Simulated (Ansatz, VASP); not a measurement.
## Two plane-wave programs on H

```
CELL_PARAMETERS angstrom
1.93230 0.00000 0.00000
-0.96615 1.67342 0.00000
0.00000 0.00000 1.90471
ATOMIC_POSITIONS crystal
H 0.33333 0.66667 0.25000
H 0.66667 0.33333 0.75000
```

Alike in both runs: functional PBE; k mesh 17 × 17 × 9; occupations fermi-dirac, width 0.05 eV; no spin polarisation.

Ansatz relaxed the structure, and its values are those at the end. VASP's run is a single point on that final structure, the one shown.

```csv
,VASP,Ansatz
version,VASP 6.6.1,Ansatz 0.2.0
potentials or method,"VASP PAW PBE potentials, release 64 (H)","PAW with Ansatz's default frozen-core files, scalar-relativistic"
plane-wave cutoff (eV),500,420
valence electrons in the cell,2,2
```

|  | VASP | Ansatz | Ansatz less VASP |
| --- | --- | --- | --- |
| pressure (GPa) | -0.5 | 0.0 | +0.54 |

The k mesh is coarse, so the values compare programs but aren't converged.
